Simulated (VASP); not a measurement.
# Rh (P-1) in VASP: single point with PBE

Aim: the single point of Rh with PBE.

Program: VASP 6.6.1. These are calculated values, not measurements. Logs are shortened: lines on timing, memory, paths and dates and some standing lists are left out, and cuts for length are marked.

## Step 1: The cell of the first run

The typed cell holds 1 atom: a = 2.720 Å, b = 2.682 Å, c = 2.658 Å, α = 58.36°, β = 61.98°, γ = 59.55°.

## Step 2: Single point, PBE

INCAR

```
ALGO     = Fast           # electronic algorithm
EDIFF    = 1E-6           # SCF threshold, eV
ENCUT    = 520            # plane-wave cutoff, eV
GGA      = PE             # functional
ISIF     = 2              # what is computed and relaxed
ISMEAR   = 0              # smearing method
LASPH    = T              # aspherical terms in the spheres
LCHARG   = F              # write CHGCAR
LREAL    = F              # projectors in reciprocal space
LWAVE    = F              # write WAVECAR
NBANDS   = 14             # bands
NELM     = 60             # most SCF steps
PREC     = Accurate       # precision mode
SIGMA    = 0.05           # smearing width, eV
```

KPOINTS

```
k-points
0
Gamma
  19 20 20
```

POSCAR

```
Rh
1.0
   -0.0393340000      1.8830950000      1.9624630000
    1.9019270000      0.0328110000      1.8903180000
    1.9246520000      1.8336750000      0.0100860000
Rh
1
Direct
    0.0047670000      0.0035010000     -0.0058200000
```

Potentials or basis: VASP PAW PBE potentials, release 64 (Rh_pv).

Launch:

```console
$ cat potpaw_PBE.64/Rh_pv/POTCAR > POTCAR
$ mpirun -np 1 vasp_std > vasp.out
```

OUTCAR:

```text
EDIFF = 1E-6
   ENCUT = 520
   GGA = PE
   ISIF = 2
   ISMEAR = 0
   LASPH = T
   LREAL = F
   NELM = 60
   PREC = Accurate

 ion  position               nearest neighbor table
   1  0.005  0.004  0.994-

  LATTYP: Found a triclinic cell.
 ALAT       =     2.6583361439
 B/A-ratio  =     1.0088022370
 C/A-ratio  =     1.0419073370
 COS(alpha) =     0.0058057055
 COS(beta)  =     0.4984011468
 COS(gamma) =     0.5245899917

  Lattice vectors:

 A1 = (   1.9246520000,   1.8336750000,   0.0100860000)
 A2 = (   1.9019270000,   0.0328110000,   1.8903180000)
 A3 = (   1.9639860000,  -0.0494200000,  -1.9523770000)

Analysis of symmetry for initial positions (statically):
=====================================================================
 Subroutine PRICEL returns:
 Original cell was already a primitive cell.

 Routine SETGRP: Setting up the symmetry group for a
 triclinic supercell.

 Subroutine GETGRP returns: Found  2 space group operations
 (whereof  1 operations were pure point group operations)
 out of a pool of  2 trial point group operations.

The static configuration has the point symmetry C_1 .
 The point group associated with its full space group is S_2 .

Analysis of symmetry for dynamics (positions and initial velocities):
=====================================================================
 Subroutine PRICEL returns:
 Original cell was already a primitive cell.

 Routine SETGRP: Setting up the symmetry group for a
 triclinic supercell.

 Subroutine GETGRP returns: Found  2 space group operations
 (whereof  1 operations were pure point group operations)
 out of a pool of  2 trial point group operations.

The dynamic configuration has the point symmetry C_1 .
 The point group associated with its full space group is S_2 .

 Subroutine INISYM returns: Found  2 space group operations
 (whereof  1 operations are pure point group operations),
 and found     1 'primitive' translations

----------------------------------------------------------------------------------------

                                     Primitive cell

  volume of cell :      13.6715

  direct lattice vectors                    reciprocal lattice vectors
    -0.039334000  1.883095000  1.962463000    -0.253512984  0.264713201  0.250475150
     1.901927000  0.032811000  1.890318000     0.261824338 -0.276301820  0.270375123
     1.924652000  1.833675000  0.010086000     0.255660526  0.278449362 -0.262063768

  length of vectors
     2.720083633  2.681735449  2.658336144     0.443936609  0.466901903  0.459971488

  position of ions in fractional coordinates (direct lattice)
     0.004767000  0.003501000  0.994180000

  ion indices of the primitive-cell ions
   primitive index   ion index
                 1           1

----------------------------------------------------------------------------------------

 KPOINTS: k-points

Automatic generation of k-mesh.
 Grid dimensions read from file:
 generate k-points for:   19   20   20

 Generating k-lattice:

  Cartesian coordinates                     Fractional coordinates (reciprocal lattice)
    -0.013342789  0.013932274  0.013182903     0.052631579  0.000000000  0.000000000
     0.013091217 -0.013815091  0.013518756    -0.000000000  0.050000000 -0.000000000
     0.012783026  0.013922468 -0.013103188     0.000000000  0.000000000  0.050000000

  Length of vectors
     0.023365085  0.023345095  0.022998574

  Shift w.r.t. Gamma in fractional coordinates (k-lattice)
     0.000000000  0.000000000  0.000000000

 Subroutine IBZKPT returns following result:
 ===========================================

 Found   3802 irreducible k-points:

 Following reciprocal coordinates:
            Coordinates               Weight
  0.000000  0.000000  0.000000      1.000000
  0.052632 -0.000000  0.000000      2.000000
  0.105263 -0.000000  0.000000      2.000000
  0.157895 -0.000000  0.000000      2.000000
  0.210526 -0.000000  0.000000      2.000000
  0.263158 -0.000000  0.000000      2.000000
[... 16 lines left out ...]
 -0.368421  0.050000  0.000000      2.000000
 -0.315789  0.050000 -0.000000      2.000000
 [... further k-points ...]
   k-points           NKPTS =   3802   k-points in BZ     NKDIM =   3802   number of bands    NBANDS=     14
   number of dos      NEDOS =    301   number of ions     NIONS =      1
   total plane-waves  NPLWV =   8000
   dimension x,y,z NGX =    20 NGY =   20 NGZ =   20
   dimension x,y,z NGXF=    40 NGYF=   40 NGZF=   40
   ions per type =               1
   NGX,Y,Z   is equivalent  to a cutoff of  12.22, 12.40, 12.51 a.u.
   NGXF,Y,Z  is equivalent  to a cutoff of  24.45, 24.80, 25.02 a.u.
 SYSTEM =  unknown system
   PREC   = accura    normal or accurate (medium, high low for compatibility)
   ISTART =      0    job   : 0-new  1-cont  2-samecut
   ICHARG =      2    charge: 1-file 2-atom 10-const
   ISPIN  =      1    spin polarized calculation?
   LNONCOLLINEAR =      F non collinear calculations
   LSORBIT =      F    spin-orbit coupling
   LASPH  =      T    aspherical Exc in radial PAW
   ENCUT  =  520.0 eV  38.22 Ry    6.18 a.u.   5.06  4.99  4.94*2*pi/ulx,y,z
   NELM   =     60;   NELMIN=  2; NELMDL= -5     # of ELM steps
   EDIFF  = 0.1E-05   stopping-criterion for ELM
   LREAL  =      F    real-space projection
   EDIFFG = 0.1E-04   stopping-criterion for IOM
   NSW    =      0    number of steps for IOM
   IBRION =     -1    ionic relax: 0-MD 1-quasi-New 2-CG
   NFREE  =      0    steps in history (QN), initial steepest desc. (CG)
   ISIF   =      2    stress and relaxation
   ISYM   =      2    0-nonsym 1-usesym 2-fastsym
   POTIM  = 0.5000    time-step for ionic-motion
   TEBEG  =    0.0;   TEEND  =   0.0 temperature during run
   PSTRESS=    0.0 pullay stress
   NELECT =      15.0000    total number of electrons
   NUPDOWN=      -1.0000    fix difference up-down
   EMIN   =  10.00;   EMAX   =-10.00  energy-range for DOS
   EFERMI =   0.00;   METHOD = LEGACY
   ISMEAR =     0;   SIGMA  =   0.05  broadening in eV -4-tet -1-fermi 0-gaus
   EFERMI_NEDOS =   21; number of points for ismear=-14 and -15
   IALGO  =     68    algorithm
   IMIX   =      4    mixing-type and parameters
     AMIX     =   0.40;   BMIX     =  1.00
     AMIX_MAG =   1.60;   BMIX_MAG =  1.00
  volume/ion in A,a.u.               =      13.67        92.26
  Fermi-wavevector in a.u.,A,eV,Ry     =   1.688496  3.190795 38.790470  2.851019
  Thomas-Fermi vector in A             =   2.770792
   LORBIT       =      0    0 simple, 1 ext, 2 COOP (PROOUT), +10 PAW based schemes
   GGA     = PE    functional components
   LHFCALC =     F    Hartree Fock is set to
   AEXX    =    0.0000 exact exchange contribution
   IVDW    =     0    specifies the selected vdW correction
   LEPSILON=     F    determine dielectric tensor
   LRPA    =     F    only Hartree local field effects (RPA)
 non-spin polarized calculation
 RMM-DIIS sequential band-by-band and
 Gauss-broadening in eV      SIGMA  =   0.05
  energy-cutoff  :      520.00
  volume of cell :       13.67
 maximum number of plane-waves:       382
   NGX = 11   NGY =  9   NGZ =  9

 number of electron      15.0000000 magnetization

 Free energy of the ion-electron system (eV)
  ---------------------------------------------------
  ext. energy  EPLUGINS =         0.00000000
  ---------------------------------------------------
  free energy    TOTEN  =        -7.21032743 eV

  energy without entropy =       -7.20860375  energy(sigma->0) =       -7.20946559

 E-fermi :  11.9934     XC(G=0): -14.0645

 val. band max:       11.9933032805   @ k =  -0.3684   0.3500   0.3500
 cond. band min:      11.9936481973   @ k =   0.4211   0.3500   0.0000
 fundamental gap:      0.0003449168
 Fermi energy:        11.9934307057

 k-point     1 :       0.0000    0.0000    0.0000
  band No.  band energies     occupation
      1     -34.3863      2.00000
      2     -34.3800      2.00000
      3     -34.3481      2.00000
      4       4.0110      2.00000
      5       8.4911      2.00000
      6       8.8462      2.00000
      7       9.3447      2.00000
      8      10.7529      2.00000
      9      11.3216      2.00000
     10      27.9969      0.00000
     11      32.4199      0.00000
     12      32.5403      0.00000
     13      33.4107      0.00000
     14      34.8310      0.00000

 k-point     2 :       0.0526   -0.0000    0.0000
  band No.  band energies     occupation
      1     -34.4034      2.00000
      2     -34.3829      2.00000
      3     -34.3514      2.00000
      4       4.1161      2.00000
      5       8.4661      2.00000
      6       8.8712      2.00000
      7       9.3653      2.00000
      8      10.7508      2.00000
      9      11.3039      2.00000
     10      28.1266      0.00000
     11      31.9951      0.00000
     12      32.5412      0.00000
     13      33.5633      0.00000
     14      34.8739      0.00000

 k-point     3 :       0.1053   -0.0000    0.0000
  band No.  band energies     occupation
      1     -34.4560      2.00000
      2     -34.3907      2.00000
      3     -34.3580      2.00000
      4       4.4189      2.00000
      5       8.3993      2.00000
      6       8.9322      2.00000
      7       9.4247      2.00000
      8      10.7628      2.00000
      9      11.2650      2.00000
     10      28.4523      0.00000
     11      30.9359      0.00000
     12      32.5413      0.00000
     13      34.0222      0.00000
     14      35.2068      0.00000

 k-point     4 :       0.1579   -0.0000    0.0000
  band No.  band energies     occupation
      1     -34.5387      2.00000
      2     -34.4027      2.00000
      3     -34.3661      2.00000
      4       4.8739      2.00000
      5       8.3357      2.00000
      6       8.9884      2.00000
      7       9.4996      2.00000
      8      10.8386      2.00000
      9      11.2466      2.00000
     10      28.6119      0.00000
     11      29.8352      0.00000
     12      32.5412      0.00000
     13      34.7569      0.00000
     14      35.8725      0.00000

 k-point     5 :       0.2105   -0.0000    0.0000
  band No.  band energies     occupation
      1     -34.6413      2.00000
      2     -34.4177      2.00000
      3     -34.3756      2.00000
      4       5.3788      2.00000
      5       8.3881      2.00000
      6       8.9926      2.00000
      7       9.5410      2.00000
      8      11.0291      2.00000
      9      11.3062      2.00000
     10      27.5977      0.00000
     11      29.6248      0.00000
[... 276 lines left out ...]
 k-point    22 :      -0.4211    0.0500   -0.0000
  band No.  band energies     occupation
      1     -35.0279      2.00000
      2     -34.4887      2.00000
      3     -34.4170      2.00000
      4       5.9373      2.00000
      5       8.6210      2.00000
      6       9.2322      2.00000
      7      11.1954      2.00000
      8      12.1734      0.00000
      9      13.2828      0.00000
     10      20.7592      0.00000
     11      28.1068      0.00000
     12      32.5406      0.00000
     13      33.5325      0.00000
     14      34.6183      0.00000

 k-point    23 :      -0.3684    0.0500    0.0000
  band No.  band energies     occupation
      1     -34.9745      2.00000
      2     -34.4807      2.00000
      3     -34.4102      2.00000
      4       5.9915      2.00000
      5       8.6972      2.00000
      6       9.3114      2.00000
      7      10.4741      2.00000
      8      11.8870      1.99738
      9      12.8158      0.00000
     10      22.1279      0.00000
     11      28.4540      0.00000
     12      32.5407      0.00000
     13      34.1127      0.00000
     14      35.4625      0.00000

 k-point    24 :      -0.3158    0.0500   -0.0000
  band No.  band energies     occupation
      1     -34.8939      2.00000
      2     -34.4682      2.00000
      3     -34.4015      2.00000
      4       6.0250      2.00000
      5       8.8011      2.00000
      6       9.3967      2.00000
      7       9.6089      2.00000
      8      11.5502      2.00000
      9      12.3264      0.00000
     10      23.7946      0.00000
     11      28.9538      0.00000
     12      32.5407      0.00000
     13      34.9661      0.00000
     14      36.6558      0.00000

 [... further k-points ...]
[... 5 lines left out ...]
  --------------------------------------------------------------------------------------
  -------------------------------------------------------------------------------------
  Total        0.3174568      1.3264072      0.5457446      0.1527117     -0.8357882      0.4704624
  in kB       37.2031472    155.4432545     63.9564700     17.8964707    -97.9470295     55.1340502
  external PRESSURE =      85.5342906 kB  Pullay stress =       0.0000000 kB

 VOLUME and BASIS-vectors are now :
 -----------------------------------------------------------------------------
  energy-cutoff  :      520.00
  volume of cell :       13.67
      direct lattice vectors                 reciprocal lattice vectors
    -0.039334000  1.883095000  1.962463000    -0.253512984  0.264713201  0.250475150
     1.901927000  0.032811000  1.890318000     0.261824338 -0.276301820  0.270375123
     1.924652000  1.833675000  0.010086000     0.255660526  0.278449362 -0.262063768

 POSITION                                       TOTAL-FORCE (eV/Angst)
 -----------------------------------------------------------------------------------
      1.91992      1.83209      0.02600         0.000000      0.000000      0.000000
 -----------------------------------------------------------------------------------
    total drift:                                0.000007     -0.000000     -0.000003

  FREE ENERGIE OF THE ION-ELECTRON SYSTEM (eV)
  ---------------------------------------------------
  free  energy   TOTEN  =        -7.2103274306 eV

  energy  without entropy=       -7.2086037511  energy(sigma->0) =       -7.20946559
```

Wall time 8.7 min (1 thread of Oxide Virtual Turin-like, shared host); peak memory 0.66 GiB.

What came out:

```
Free energy            : -7.2103 eV
Pressure               : 8.6 GPa
Band gap on the k mesh : zero (an odd number of electrons rules out a gap without spin polarisation)
```

Stress tensor (GPa, compression positive):
```
 3.72  1.79  5.51
 1.79 15.54 -9.79
 5.51 -9.79  6.40
```

Caveat: the stress differs along the axes, from 4 to 16 GPa.
